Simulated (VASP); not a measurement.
# Ga2O3 (R32) in VASP: single point with PBE

Aim: the single point of Ga2O3 with PBE.

Program: VASP 6.6.1. These are calculated values, not measurements. Logs are shortened: lines on timing, memory, paths and dates and some standing lists are left out, and cuts for length are marked.

## Step 1: The cell of the first run

Symmetry: R32, No. 155, trigonal system. The conventional cell has a = 5.057 Å, b = 5.057 Å, c = 13.623 Å, α = 90.00°, β = 90.00°, γ = 120.00°. Within 2.6 Å of Ga (site symmetry 3) lie 6 O at 1.97 to 2.07 Å. Within 2.6 Å of Ga (site symmetry 3) lie 6 O at 1.93 to 2.14 Å. O (site symmetry 2) has 4 Ga at 1.93 to 2.07 Å and 8 O at 2.65 to 2.88 Å within 2.9 Å. Within 2.9 Å of O (site symmetry 2) lie 4 Ga at 1.97 to 2.14 Å and 8 O at 2.66 to 2.88 Å.

## Step 2: Single point, PBE (atoms displaced along a vibrational mode)

INCAR reads:

```
SYSTEM = Ga2O3
PREC = Accurate
ENCUT = 520
EDIFF = 1E-7
ISMEAR = 0
SIGMA = 0.05
LREAL = .FALSE.
LASPH = .TRUE.
NELM = 80
ALGO = Normal
ISIF = 2
LWAVE = .FALSE.
LCHARG = .FALSE.
GGA = PE
NBANDS = 55
```

KPOINTS reads:

```
Automatic mesh
0
G
  6 6 6
  0 0 0
```

POSCAR reads:

```
Ga2O3
1.0
    2.5287245564      1.4599598033      4.5410352127
   -2.5287245564      1.4599598033      4.5410352127
    0.0000000000     -2.9199196066      4.5410352127
Ga O
4 6
Direct
    0.3521985188      0.3521985188      0.3521985188
    0.1478014812      0.1478014812      0.1478014812
    0.6404610110      0.6404610110      0.6404610110
    0.8595389890      0.8595389890      0.8595389890
    0.5523018518      0.9476981482      0.2500000000
    0.2500000000      0.5523018518      0.9476981482
    0.9476981482      0.2500000000      0.5523018518
    0.4459551854      0.0540448146      0.7500000000
    0.7500000000      0.4459551854      0.0540448146
    0.0540448146      0.7500000000      0.4459551854
```

Potentials or basis: VASP PAW PBE potentials, release 64 (Ga_d, O).

On the command line:

```bash
$ cat potpaw_PBE.64/Ga_d/POTCAR potpaw_PBE.64/O/POTCAR > POTCAR
$ mpirun -np 1 vasp_std > vasp.out
```

OUTCAR:

```text
SYSTEM = Ga2O3
   PREC = Accurate
   ENCUT = 520
   EDIFF = 1E-7
   ISMEAR = 0
   LREAL = .FALSE.
   LASPH = .TRUE.
   NELM = 80
   ISIF = 2
   GGA = PE

 ion  position               nearest neighbor table
   1  0.352  0.352  0.352-   9 1.97   8 1.97  10 1.97   7 2.07   6 2.07   5 2.07   2 2.78
   2  0.148  0.148  0.148-  10 1.97   8 1.97   9 1.97   7 2.07   6 2.07   5 2.07   1 2.78
   3  0.640  0.640  0.640-   6 1.93   5 1.93   7 1.93   9 2.14  10 2.14   8 2.14
   4  0.860  0.860  0.860-   7 1.93   5 1.93   6 1.93   9 2.14  10 2.14   8 2.14
   5  0.552  0.948  0.250-   3 1.93   4 1.93   1 2.07   2 2.07
   6  0.250  0.552  0.948-   3 1.93   4 1.93   1 2.07   2 2.07
   7  0.948  0.250  0.552-   4 1.93   3 1.93   1 2.07   2 2.07
   8  0.446  0.054  0.750-   1 1.97   2 1.97   3 2.14   4 2.14
   9  0.750  0.446  0.054-   1 1.97   2 1.97   3 2.14   4 2.14
  10  0.054  0.750  0.446-   2 1.97   1 1.97   3 2.14   4 2.14

  LATTYP: Found a trigonal (rhomboedric) cell.
 ALAT       =     5.3987898007
 COS(alpha) =     0.5612266819

  Lattice vectors:

 A1 = (   2.5287245564,   1.4599598033,   4.5410352127)
 A2 = (  -2.5287245564,   1.4599598033,   4.5410352127)
 A3 = (   0.0000000000,  -2.9199196066,   4.5410352127)

Analysis of symmetry for initial positions (statically):
=====================================================================
 Subroutine PRICEL returns:
 Original cell was already a primitive cell.

 Routine SETGRP: Setting up the symmetry group for a
 trigonal (rhombohedral) supercell.

 Subroutine GETGRP returns: Found  6 space group operations
 (whereof  3 operations were pure point group operations)
 out of a pool of 12 trial point group operations.

The static configuration has the point symmetry C_3 .
 The point group associated with its full space group is D_3 .

Analysis of symmetry for dynamics (positions and initial velocities):
=====================================================================
 Subroutine PRICEL returns:
 Original cell was already a primitive cell.

 Routine SETGRP: Setting up the symmetry group for a
 trigonal (rhombohedral) supercell.

 Subroutine GETGRP returns: Found  6 space group operations
 (whereof  3 operations were pure point group operations)
 out of a pool of 12 trial point group operations.

The dynamic configuration has the point symmetry C_3 .
 The point group associated with its full space group is D_3 .

 Subroutine INISYM returns: Found  6 space group operations
 (whereof  3 operations are pure point group operations),
 and found     1 'primitive' translations

----------------------------------------------------------------------------------------

                                     Primitive cell

  volume of cell :     100.5885

  direct lattice vectors                    reciprocal lattice vectors
     2.528724556  1.459959803  4.541035213     0.197728139  0.114158394  0.073404701
    -2.528724556  1.459959803  4.541035213    -0.197728139  0.114158394  0.073404701
     0.000000000 -2.919919607  4.541035213     0.000000000 -0.228316788  0.073404701

  length of vectors
     5.398789801  5.398789801  5.398789801     0.239826617  0.239826617  0.239826617

  position of ions in fractional coordinates (direct lattice)
     0.352198519  0.352198519  0.352198519
     0.147801481  0.147801481  0.147801481
     0.640461011  0.640461011  0.640461011
     0.859538989  0.859538989  0.859538989
     0.552301852  0.947698148  0.250000000
     0.250000000  0.552301852  0.947698148
     0.947698148  0.250000000  0.552301852
     0.445955185  0.054044815  0.750000000
     0.750000000  0.445955185  0.054044815
     0.054044815  0.750000000  0.445955185

  ion indices of the primitive-cell ions
   primitive index   ion index
                 1           1
                 2           2
                 3           3
                 4           4
                 5           5
                 6           6
                 7           7
                 8           8
                 9           9
                10          10

----------------------------------------------------------------------------------------

 KPOINTS: Automatic mesh

Automatic generation of k-mesh.
 Grid dimensions read from file:
 generate k-points for:    6    6    6

 Generating k-lattice:

  Cartesian coordinates                     Fractional coordinates (reciprocal lattice)
     0.032954690  0.019026399  0.012234117     0.166666667  0.000000000  0.000000000
    -0.032954690  0.019026399  0.012234117     0.000000000  0.166666667  0.000000000
     0.000000000 -0.038052798  0.012234117     0.000000000  0.000000000  0.166666667

  Length of vectors
     0.039971103  0.039971103  0.039971103

  Shift w.r.t. Gamma in fractional coordinates (k-lattice)
     0.000000000  0.000000000  0.000000000

 Subroutine IBZKPT returns following result:
 ===========================================

 Found     32 irreducible k-points:

 Following reciprocal coordinates:
            Coordinates               Weight
  0.000000  0.000000  0.000000      1.000000
  0.166667  0.000000 -0.000000      6.000000
  0.333333  0.000000 -0.000000      6.000000
  0.500000  0.000000  0.000000      3.000000
  0.166667  0.166667 -0.000000      6.000000
  0.333333  0.166667  0.000000     12.000000
[... 16 lines left out ...]
  0.500000  0.500000  0.166667      6.000000
 -0.333333  0.500000  0.166667     12.000000
 [... further k-points ...]
   k-points           NKPTS =     32   k-points in BZ     NKDIM =     32   number of bands    NBANDS=     55
   number of dos      NEDOS =    301   number of ions     NIONS =     10
   total plane-waves  NPLWV =  64000
   dimension x,y,z NGX =    40 NGY =   40 NGZ =   40
   dimension x,y,z NGXF=    80 NGYF=   80 NGZF=   80
   ions per type =               4   6
   NGX,Y,Z   is equivalent  to a cutoff of  12.32, 12.32, 12.32 a.u.
   NGXF,Y,Z  is equivalent  to a cutoff of  24.63, 24.63, 24.63 a.u.
 SYSTEM =  Ga2O3
   PREC   = accura    normal or accurate (medium, high low for compatibility)
   ISTART =      0    job   : 0-new  1-cont  2-samecut
   ICHARG =      2    charge: 1-file 2-atom 10-const
   ISPIN  =      1    spin polarized calculation?
   LNONCOLLINEAR =      F non collinear calculations
   LSORBIT =      F    spin-orbit coupling
   LASPH  =      T    aspherical Exc in radial PAW
   ENCUT  =  520.0 eV  38.22 Ry    6.18 a.u.  10.04 10.04 10.04*2*pi/ulx,y,z
   NELM   =     80;   NELMIN=  2; NELMDL= -5     # of ELM steps
   EDIFF  = 0.1E-06   stopping-criterion for ELM
   LREAL  =      F    real-space projection
   EDIFFG = 0.1E-05   stopping-criterion for IOM
   NSW    =      0    number of steps for IOM
   IBRION =     -1    ionic relax: 0-MD 1-quasi-New 2-CG
   NFREE  =      0    steps in history (QN), initial steepest desc. (CG)
   ISIF   =      2    stress and relaxation
   ISYM   =      2    0-nonsym 1-usesym 2-fastsym
   POTIM  = 0.5000    time-step for ionic-motion
   TEBEG  =    0.0;   TEEND  =   0.0 temperature during run
   PSTRESS=    0.0 pullay stress
   NELECT =      88.0000    total number of electrons
   NUPDOWN=      -1.0000    fix difference up-down
   EMIN   =  10.00;   EMAX   =-10.00  energy-range for DOS
   EFERMI =   0.00;   METHOD = LEGACY
   ISMEAR =     0;   SIGMA  =   0.05  broadening in eV -4-tet -1-fermi 0-gaus
   EFERMI_NEDOS =   21; number of points for ismear=-14 and -15
   IALGO  =     38    algorithm
   IMIX   =      4    mixing-type and parameters
     AMIX     =   0.40;   BMIX     =  1.00
     AMIX_MAG =   1.60;   BMIX_MAG =  1.00
  volume/ion in A,a.u.               =      10.06        67.88
  Fermi-wavevector in a.u.,A,eV,Ry     =   1.565740  2.958819 33.355234  2.451541
  Thomas-Fermi vector in A             =   2.668171
   LORBIT       =      0    0 simple, 1 ext, 2 COOP (PROOUT), +10 PAW based schemes
   GGA     = PE    functional components
   LHFCALC =     F    Hartree Fock is set to
   AEXX    =    0.0000 exact exchange contribution
   IVDW    =     0    specifies the selected vdW correction
   LEPSILON=     F    determine dielectric tensor
   LRPA    =     F    only Hartree local field effects (RPA)
 non-spin polarized calculation
 Gauss-broadening in eV      SIGMA  =   0.05
  energy-cutoff  :      520.00
  volume of cell :      100.59
 maximum number of plane-waves:      2730
   NGX = 21   NGY = 21   NGZ = 21

 number of electron      87.9999960 magnetization

 Free energy of the ion-electron system (eV)
  ---------------------------------------------------
  ext. energy  EPLUGINS =         0.00000000
  ---------------------------------------------------
  free energy    TOTEN  =       -59.26148736 eV

  energy without entropy =      -59.26148736  energy(sigma->0) =      -59.26148736

 E-fermi :   4.4377     XC(G=0): -11.9628

 val. band max:        4.2036099403   @ k =   0.1667   0.1667   0.1667
 cond. band min:       6.4801520184   @ k =   0.0000   0.0000   0.0000
 fundamental gap:      2.2765420781
 Fermi energy:         4.4376958046

 k-point     1 :       0.0000    0.0000    0.0000
  band No.  band energies     occupation
      1     -14.6780      2.00000
      2     -13.1087      2.00000
      3     -13.1087      2.00000
      4     -12.6076      2.00000
      5     -12.2994      2.00000
      6     -12.2994      2.00000
[... 47 lines left out ...]
     54      14.9896      0.00000
     55      15.9956      0.00000

 k-point     2 :       0.1667    0.0000   -0.0000
  band No.  band energies     occupation
      1     -14.5664      2.00000
      2     -13.1674      2.00000
      3     -13.1293      2.00000
      4     -12.6263      2.00000
      5     -12.3386      2.00000
      6     -12.3200      2.00000
[... 47 lines left out ...]
     54      15.5860      0.00000
     55      15.8256      0.00000

 k-point     3 :       0.3333    0.0000   -0.0000
  band No.  band energies     occupation
      1     -14.2630      2.00000
      2     -13.3855      2.00000
      3     -13.1664      2.00000
      4     -12.6654      2.00000
      5     -12.4045      2.00000
      6     -12.3581      2.00000
[... 1152 lines left out ...]
 k-point    23 :       0.5000    0.5000    0.1667
  band No.  band energies     occupation
      1     -14.0250      2.00000
      2     -13.3205      2.00000
      3     -13.2205      2.00000
      4     -12.9351      2.00000
      5     -12.4711      2.00000
      6     -12.3463      2.00000
[... 47 lines left out ...]
     54      15.9842      0.00000
     55      16.2151      0.00000

 k-point    24 :      -0.3333    0.5000    0.1667
  band No.  band energies     occupation
      1     -13.8861      2.00000
      2     -13.4055      2.00000
      3     -13.3125      2.00000
      4     -12.8306      2.00000
      5     -12.5209      2.00000
      6     -12.3704      2.00000
[... 47 lines left out ...]
     54      15.8306      0.00000
     55      16.1923      0.00000

 [... further k-points ...]

------------------------ aborting loop because EDIFF is reached ----------------------------------------

  FORCE on cell =-STRESS in cart. coord.  units (eV):
  Direction    XX          YY          ZZ          XY          YZ          ZX
  --------------------------------------------------------------------------------------
  -------------------------------------------------------------------------------------
  Total        0.9063899      0.9063899      0.5549907      0.0000000     -0.0000000      0.0000000
  in kB       14.4370047     14.4370047      8.8399082      0.0000000     -0.0000000      0.0000000
  external PRESSURE =      12.5713059 kB  Pullay stress =       0.0000000 kB

 VOLUME and BASIS-vectors are now :
 -----------------------------------------------------------------------------
  energy-cutoff  :      520.00
  volume of cell :      100.59
      direct lattice vectors                 reciprocal lattice vectors
     2.528724556  1.459959803  4.541035213     0.197728139  0.114158394  0.073404701
    -2.528724556  1.459959803  4.541035213    -0.197728139  0.114158394  0.073404701
     0.000000000 -2.919919607  4.541035213     0.000000000 -0.228316788  0.073404701

 POSITION                                       TOTAL-FORCE (eV/Angst)
 -----------------------------------------------------------------------------------
      0.00000      0.00000      4.79804        -0.000000     -0.000000      1.394986
      0.00000      0.00000      2.01352        -0.000000     -0.000000     -1.394986
      0.00000      0.00000      8.72507        -0.000000     -0.000000      1.231239
      0.00000      0.00000     11.70959        -0.000000     -0.000000     -1.231239
     -0.99985      1.45996      7.94681         0.048267     -0.000000      0.000000
     -0.76444     -1.59587      7.94681        -0.024134      0.041801      0.000000
      1.76429      0.13591      7.94681        -0.024134     -0.041801      0.000000
      0.99103     -1.45996      5.67629         0.019306     -0.000000     -0.000000
      0.76885      1.58824      5.67629        -0.009653      0.016719      0.000000
     -1.75988     -0.12828      5.67629        -0.009653     -0.016719      0.000000
 -----------------------------------------------------------------------------------
    total drift:                                0.000000     -0.000000     -0.000000

  FREE ENERGIE OF THE ION-ELECTRON SYSTEM (eV)
  ---------------------------------------------------
  free  energy   TOTEN  =       -59.2614873628 eV

  energy  without entropy=      -59.2614873628  energy(sigma->0) =      -59.26148736
```

It took 4.1 min on 1 thread of Intel Xeon Platinum 8124M at 3.00GHz (Skylake/Cascade Lake), shared host; peak memory 0.31 GiB.

Results:

- Free energy: -59.2615 eV
- Pressure: 1.3 GPa
- Largest force: 1.395 eV/Å
- Band gap on the k mesh: 2.28 eV (least direct gap 2.31 eV)

Forces on the atoms (eV/Å):
```
Ga   0.000  0.000  1.395
Ga   0.000  0.000 -1.395
Ga   0.000  0.000  1.231
Ga   0.000  0.000 -1.231
O    0.048  0.000  0.000
O   -0.024  0.042  0.000
O   -0.024 -0.042  0.000
O    0.019  0.000  0.000
O   -0.010  0.017  0.000
O   -0.010 -0.017  0.000
```

Levels at points of the mesh, in eV from the valence-band top:
```tsv
k point	band 40	band 41	band 42	band 43	band 44	band 45	band 46	band 47	band 48	band 49
(0.00, 0.00, 0.00)	-0.56	-0.56	-0.40	-0.04	-0.04	2.28	6.20	6.46	8.40	9.73
(0.50, 0.00, 0.00)	-1.08	-0.99	-0.77	-0.29	-0.12	5.82	5.95	6.14	6.42	9.47
(0.50, 0.50, 0.00)	-0.86	-0.84	-0.74	-0.30	-0.16	6.00	6.23	7.13	7.18	8.36
(0.50, 0.50, 0.50)	-1.36	-0.72	-0.72	-0.03	-0.03	5.20	5.54	7.35	7.38	9.01
```

Caveat: the cell differs from its parent crystal (atoms displaced along a vibrational mode); forces of over 1 eV/Å act on the atoms, so gaps and moduli don't describe the material at rest.
